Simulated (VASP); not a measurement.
Si (a cell with a defect), 17 atoms in the cell. The cell holds a defect, 17 atoms: a = 7.679 Å, b = 7.679 Å, c = 7.679 Å, α = 60.00°, β = 60.00°, γ = 60.00°. 

* Program: VASP 6.6.1
* Task: single point
* Functional: PBE
* Dispersion: D3(BJ)
* Potentials or basis: VASP PAW PBE potentials, release 64 (Si)
* Cutoff: 520 eV
* k mesh: 2 × 2 × 2
* Occupations: gaussian, width 0.05 eV
* Spin: no spin polarisation
* Dipole correction: no
* Further INCAR settings: LREAL = Auto; ALGO = Normal; EDIFF = 1e-07; NBANDS = 48

Potentials or basis: VASP PAW PBE potentials, release 64 (Si).

The run is started by

```console
$ cat potpaw_PBE.64/Si/POTCAR > POTCAR
$ mpirun -np 1 vasp_std > vasp.out
```

Hardware: 1 thread of AMD EPYC 9R45 96-Core Processor (Zen 5) (shared host).

Task: How long does it take, and how much memory?

Result: It took 89 s on 1 thread of AMD EPYC 9R45 96-Core Processor (Zen 5), with other jobs on the host, peak memory 0.4 GiB. Counts: scf iterations 15, k points 4.
